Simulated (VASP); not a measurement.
# CuI (Marshite) (P4/nmm) in VASP: notebook, part 3 of 3

VASP 6.6.1.

### 7 Single point, r2SCAN

This run uses another cell than the first one, of 25.61 Å³/atom, 1.273 times its volume.

Contents of POSCAR:

```
CuI
1.0
    4.1777769045      0.0000000000      0.0000000000
    0.0000000000      4.1777769045      0.0000000000
    0.0000000000      0.0000000000      5.8681414344
Cu I
2 2
Direct
    0.0000000000      0.0000000000      0.0000000000
    0.5000000000      0.5000000000      0.0000000000
    0.0000000000      0.5000000000      0.2913000000
    0.5000000000      0.0000000000      0.7087000000
```

Contents of INCAR.step1:

```
SYSTEM = CuI
ALGO = Normal
EDIFF = 1E-4
ENCUT = 520
GGA = PE
ISMEAR = 0
LASPH = .TRUE.
LCHARG = .FALSE.
LREAL = .FALSE.
LWAVE = .TRUE.
NBANDS = 26
NELM = 80
PREC = Accurate
SIGMA = 0.01
```

Contents of INCAR.step2:

```
SYSTEM = CuI
ALGO = Normal
EDIFF = 1E-6
ENCUT = 520
ISIF = 2
ISMEAR = 0
ISTART = 1
LASPH = .TRUE.
LCHARG = .FALSE.
LMIXTAU = .TRUE.
LREAL = .FALSE.
LWAVE = .FALSE.
METAGGA = R2SCAN
NBANDS = 26
NELM = 80
PREC = Accurate
SIGMA = 0.01
```

Contents of KPOINTS:

```
k-points
0
G
  6 6 4
  0 0 0
```

Potentials or basis: VASP PAW PBE potentials, release 64 (Cu, I).

On the command line:

```bash
$ cat potpaw_PBE.64/Cu/POTCAR potpaw_PBE.64/I/POTCAR > POTCAR
$ cp INCAR.step1 INCAR
$ mpirun -np 1 vasp_std > vasp.out
$ cp INCAR.step2 INCAR
$ mpirun -np 1 vasp_std > vasp.out
```

OUTCAR:

```text
SYSTEM = CuI
   EDIFF = 1E-6
   ENCUT = 520
   ISIF = 2
   ISMEAR = 0
   ISTART = 1
   LASPH = .TRUE.
   LREAL = .FALSE.
   METAGGA = R2SCAN
   NELM = 80
   PREC = Accurate

 ion  position               nearest neighbor table
   1  0.000  0.000  0.000-   3 2.70   4 2.70   3 2.70   4 2.70
   2  0.500  0.500  0.000-   3 2.70   4 2.70   4 2.70   3 2.70
   3  0.000  0.500  0.291-   1 2.70   2 2.70   1 2.70   2 2.70
   4  0.500  0.000  0.709-   1 2.70   2 2.70   2 2.70   1 2.70

  LATTYP: Found a simple tetragonal cell.
 ALAT       =     4.1777769045
 C/A-ratio  =     1.4046086157

  Lattice vectors:

 A1 = (   4.1777769045,   0.0000000000,   0.0000000000)
 A2 = (   0.0000000000,   4.1777769045,   0.0000000000)
 A3 = (   0.0000000000,   0.0000000000,   5.8681414344)

Analysis of symmetry for initial positions (statically):
=====================================================================
 Subroutine PRICEL returns:
 Original cell was already a primitive cell.

 Routine SETGRP: Setting up the symmetry group for a
 simple tetragonal supercell.

 Subroutine GETGRP returns: Found 16 space group operations
 (whereof  8 operations were pure point group operations)
 out of a pool of 16 trial point group operations.

The static configuration has the point symmetry D_2d.
 The point group associated with its full space group is D_4h.

Analysis of symmetry for dynamics (positions and initial velocities):
=====================================================================
 Subroutine PRICEL returns:
 Original cell was already a primitive cell.

 Routine SETGRP: Setting up the symmetry group for a
 simple tetragonal supercell.

 Subroutine GETGRP returns: Found 16 space group operations
 (whereof  8 operations were pure point group operations)
 out of a pool of 16 trial point group operations.

The dynamic configuration has the point symmetry D_2d.
 The point group associated with its full space group is D_4h.

 Subroutine INISYM returns: Found 16 space group operations
 (whereof  8 operations are pure point group operations),
 and found     1 'primitive' translations

----------------------------------------------------------------------------------------

                                     Primitive cell

  volume of cell :     102.4215

  direct lattice vectors                    reciprocal lattice vectors
     4.177776904  0.000000000  0.000000000     0.239361752  0.000000000  0.000000000
     0.000000000  4.177776904  0.000000000     0.000000000  0.239361752  0.000000000
     0.000000000  0.000000000  5.868141434     0.000000000  0.000000000  0.170411707

  length of vectors
     4.177776904  4.177776904  5.868141434     0.239361752  0.239361752  0.170411707

  position of ions in fractional coordinates (direct lattice)
     0.000000000  0.000000000  0.000000000
     0.500000000  0.500000000  0.000000000
     0.000000000  0.500000000  0.291300000
     0.500000000  0.000000000  0.708700000

  ion indices of the primitive-cell ions
   primitive index   ion index
                 1           1
                 2           2
                 3           3
                 4           4

----------------------------------------------------------------------------------------

 KPOINTS: k-points

Automatic generation of k-mesh.
 Grid dimensions read from file:
 generate k-points for:    6    6    4

 Generating k-lattice:

  Cartesian coordinates                     Fractional coordinates (reciprocal lattice)
     0.039893625  0.000000000  0.000000000     0.166666667  0.000000000  0.000000000
     0.000000000  0.039893625  0.000000000     0.000000000  0.166666667  0.000000000
     0.000000000  0.000000000  0.042602927     0.000000000  0.000000000  0.250000000

  Length of vectors
     0.039893625  0.039893625  0.042602927

  Shift w.r.t. Gamma in fractional coordinates (k-lattice)
     0.000000000  0.000000000  0.000000000

 Subroutine IBZKPT returns following result:
 ===========================================

 Found     30 irreducible k-points:

 Following reciprocal coordinates:
            Coordinates               Weight
  0.000000  0.000000  0.000000      1.000000
  0.166667  0.000000  0.000000      4.000000
  0.333333  0.000000  0.000000      4.000000
  0.500000  0.000000  0.000000      2.000000
  0.166667  0.166667  0.000000      4.000000
  0.333333  0.166667  0.000000      8.000000
[... 16 lines left out ...]
  0.333333  0.000000  0.500000      4.000000
  0.500000  0.000000  0.500000      2.000000
 [... further k-points ...]
   k-points           NKPTS =     30   k-points in BZ     NKDIM =     30   number of bands    NBANDS=     26
   number of dos      NEDOS =    301   number of ions     NIONS =      4
   total plane-waves  NPLWV =  49152
   dimension x,y,z NGX =    32 NGY =   32 NGZ =   48
   dimension x,y,z NGXF=    64 NGYF=   64 NGZF=   96
   ions per type =               2   2
   NGX,Y,Z   is equivalent  to a cutoff of  12.73, 12.73, 13.60 a.u.
   NGXF,Y,Z  is equivalent  to a cutoff of  25.47, 25.47, 27.20 a.u.
 SYSTEM =  CuI
   PREC   = accura    normal or accurate (medium, high low for compatibility)
   ISTART =      1    job   : 0-new  1-cont  2-samecut
   ICHARG =      0    charge: 1-file 2-atom 10-const
   ISPIN  =      1    spin polarized calculation?
   LNONCOLLINEAR =      F non collinear calculations
   LSORBIT =      F    spin-orbit coupling
   LASPH  =      T    aspherical Exc in radial PAW
   ENCUT  =  520.0 eV  38.22 Ry    6.18 a.u.   7.77  7.77 10.91*2*pi/ulx,y,z
   NELM   =     80;   NELMIN=  2; NELMDL=  0     # of ELM steps
   EDIFF  = 0.1E-05   stopping-criterion for ELM
   LREAL  =      F    real-space projection
   EDIFFG = 0.1E-04   stopping-criterion for IOM
   NSW    =      0    number of steps for IOM
   IBRION =     -1    ionic relax: 0-MD 1-quasi-New 2-CG
   NFREE  =      0    steps in history (QN), initial steepest desc. (CG)
   ISIF   =      2    stress and relaxation
   ISYM   =      2    0-nonsym 1-usesym 2-fastsym
   POTIM  = 0.5000    time-step for ionic-motion
   TEBEG  =    0.0;   TEEND  =   0.0 temperature during run
   PSTRESS=    0.0 pullay stress
   NELECT =      36.0000    total number of electrons
   NUPDOWN=      -1.0000    fix difference up-down
   EMIN   =  10.00;   EMAX   =-10.00  energy-range for DOS
   EFERMI =   0.00;   METHOD = LEGACY
   ISMEAR =     0;   SIGMA  =   0.01  broadening in eV -4-tet -1-fermi 0-gaus
   EFERMI_NEDOS =   21; number of points for ismear=-14 and -15
   IALGO  =     38    algorithm
   IMIX   =      4    mixing-type and parameters
     AMIX     =   0.40;   BMIX     =  1.00
     AMIX_MAG =   1.60;   BMIX_MAG =  1.00
  volume/ion in A,a.u.               =      25.61       172.79
  Fermi-wavevector in a.u.,A,eV,Ry     =   1.155346  2.183287 18.161381  1.334824
  Thomas-Fermi vector in A             =   2.291975
   LORBIT       =      0    0 simple, 1 ext, 2 COOP (PROOUT), +10 PAW based schemes
   METAGGA = R2SCAN    functional components
   LHFCALC =     F    Hartree Fock is set to
   AEXX    =    0.0000 exact exchange contribution
   IVDW    =     0    specifies the selected vdW correction
   LEPSILON=     F    determine dielectric tensor
   LRPA    =     F    only Hartree local field effects (RPA)
 non-spin polarized calculation
 Gauss-broadening in eV      SIGMA  =   0.01
  energy-cutoff  :      520.00
  volume of cell :      102.42
 maximum number of plane-waves:      2782
 NGX is ok and might be reduce to    32
   NGX = 15   NGY = 15   NGZ = 21

 number of electron      36.0000023 magnetization

 Free energy of the ion-electron system (eV)
  ---------------------------------------------------
  ext. energy  EPLUGINS =         0.00000000
  ---------------------------------------------------
  free energy    TOTEN  =       -71.40770171 eV

  energy without entropy =      -71.40770171  energy(sigma->0) =      -71.40770171

 E-fermi :   5.0744     XC(G=0):  -9.9339

 val. band max:        4.9532884369   @ k =   0.0000   0.0000   0.0000
 cond. band min:       6.7693652717   @ k =   0.0000   0.0000   0.0000
 fundamental gap:      1.8160768348
 Fermi energy:         5.0743639030

 k-point     1 :       0.0000    0.0000    0.0000
  band No.  band energies     occupation
      1      -9.5484      2.00000
      2      -8.4924      2.00000
      3      -0.9921      2.00000
      4       1.2979      2.00000
      5       1.2979      2.00000
      6       1.4313      2.00000
[... 18 lines left out ...]
     25      13.8074      0.00000
     26      14.6872      0.00000
[... 644 lines left out ...]
      4      -0.9414      2.00000
      5       1.4837      2.00000
      6       1.4837      2.00000
[... 18 lines left out ...]
     25      13.2708      0.00000
     26      13.2708      0.00000

 [... further k-points ...]
[... 5 lines left out ...]
  --------------------------------------------------------------------------------------
  -------------------------------------------------------------------------------------
  Total       -0.7582748     -0.7582748     -0.4367822      0.0000000      0.0000000      0.0000000
  in kB      -11.8616785    -11.8616785     -6.8325752      0.0000000      0.0000000      0.0000000
  external PRESSURE =     -10.1853107 kB  Pullay stress =       0.0000000 kB

 VOLUME and BASIS-vectors are now :
 -----------------------------------------------------------------------------
  energy-cutoff  :      520.00
  volume of cell :      102.42
      direct lattice vectors                 reciprocal lattice vectors
     4.177776904  0.000000000  0.000000000     0.239361752  0.000000000  0.000000000
     0.000000000  4.177776904  0.000000000     0.000000000  0.239361752  0.000000000
     0.000000000  0.000000000  5.868141434     0.000000000  0.000000000  0.170411707

 POSITION                                       TOTAL-FORCE (eV/Angst)
 -----------------------------------------------------------------------------------
      0.00000      0.00000      0.00000         0.000000      0.000000      0.000000
      2.08889      2.08889      0.00000         0.000000     -0.000000      0.000000
      0.00000      2.08889      1.70939         0.000000     -0.000000     -0.820624
      2.08889      0.00000      4.15875         0.000000      0.000000      0.820624
 -----------------------------------------------------------------------------------
    total drift:                                0.000000     -0.000000     -0.000000

  FREE ENERGIE OF THE ION-ELECTRON SYSTEM (eV)
  ---------------------------------------------------
  free  energy   TOTEN  =       -71.4077017115 eV

  energy  without entropy=      -71.4077017115  energy(sigma->0) =      -71.40770171
```

Wall time 3.1 min (1 thread of AMD EPYC 9R45 (Zen 5), shared host); peak memory 0.23 GiB.

What came out:

* Free energy: -71.4077 eV
* Pressure: -1.0 GPa
* Largest force: 0.821 eV/Å
* Band gap on the k mesh: 1.82 eV, direct

Forces in eV/Å, atoms in the order of the input:
```
Cu   0.000  0.000  0.000
Cu   0.000  0.000  0.000
I    0.000  0.000 -0.821
I    0.000  0.000  0.821
```

Caveat: the PAW data sets were made with another functional, which shifts forces and pressure a little; spin-orbit coupling is left out, which moves the levels of the heavy elements. r2SCAN opens gaps a little over a GGA but as a rule still falls short of measured ones.

### 8 The runs side by side

| cell | gap on the mesh (eV) | pressure (GPa) | largest force (eV/Å) |
| --- | --- | --- | --- |
| a = 3.855, b = 3.855, c = 5.415 Å, 4 atoms | 2.20 | 18.8 | 1.27 |
| a = 3.913, b = 3.913, c = 5.496 Å, 4 atoms | 2.30 | 13.5 | 0.74 |
| a = 3.969, b = 3.969, c = 5.574 Å, 4 atoms | 2.21 | 9.2 | 0.31 |
| a = 4.076, b = 4.076, c = 5.725 Å, 4 atoms | 1.99 | 2.9 | 0.35 |
| a = 4.127, b = 4.127, c = 5.797 Å, 4 atoms | 1.90 | 0.7 | 0.61 |
| a = 4.178, b = 4.178, c = 5.868 Å, 4 atoms | 1.82 | -1.0 | 0.82 |

Alike in all rows: task single point; level r2SCAN; potentials or basis VASP PAW PBE potentials, release 64 (Cu, I); no spin polarisation; k mesh 6 × 6 × 4; cutoff (eV) 520; smearing gaussian 0.01 eV.

Caveats: the PAW data sets were made with another functional, which shifts forces and pressure a little; spin-orbit coupling is left out, which moves the levels of the heavy elements.

Absolute energies hang on the potentials; compare differences alone.
